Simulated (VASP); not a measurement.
# F: single point with PBEsol

F:

```
F
1.0
    -1.32653    1.32653    1.32653
     1.32653   -1.32653    1.32653
     1.32653    1.32653   -1.32653
F
1
Direct
  0.00000 0.00000 0.00000
```

| Item | Value |
| --- | --- |
| Program | VASP 6.6.1 |
| Task | single point |
| Functional | PBEsol |
| Potentials or basis | VASP PAW PBE potentials, release 64 (F) |
| Cutoff | 520 eV |
| k mesh | 17 × 17 × 17 |
| Occupations | fermi-dirac, width 0.136057 eV |
| Spin | no spin polarisation |
| Dipole correction | no |
| Further INCAR settings | ALGO = Normal; EDIFF = 1e-07; NBANDS = 10 |

| Quantity | Value |
| --- | --- |
| Pressure | -1.0 GPa |

Levels at points of the mesh, in eV from the Fermi level:
| k point | band 2 | band 3 | band 4 | band 5 | band 6 | band 7 |
| --- | --- | --- | --- | --- | --- | --- |
| (0.00, 0.00, 0.00) | 0.51 | 0.51 | 0.51 | 14.13 | 37.19 | 37.19 |

Wall time 4.3 s on 1 thread of Intel(R) Xeon(R) 6975P-C (Granite Rapids) (shared host), peak memory 0.12 GiB.

Caveat: the PAW data sets were made with another functional, which shifts forces and pressure a little; an odd number of electrons without spin polarisation forces a metal; a magnetic or distorted state may lie lower.
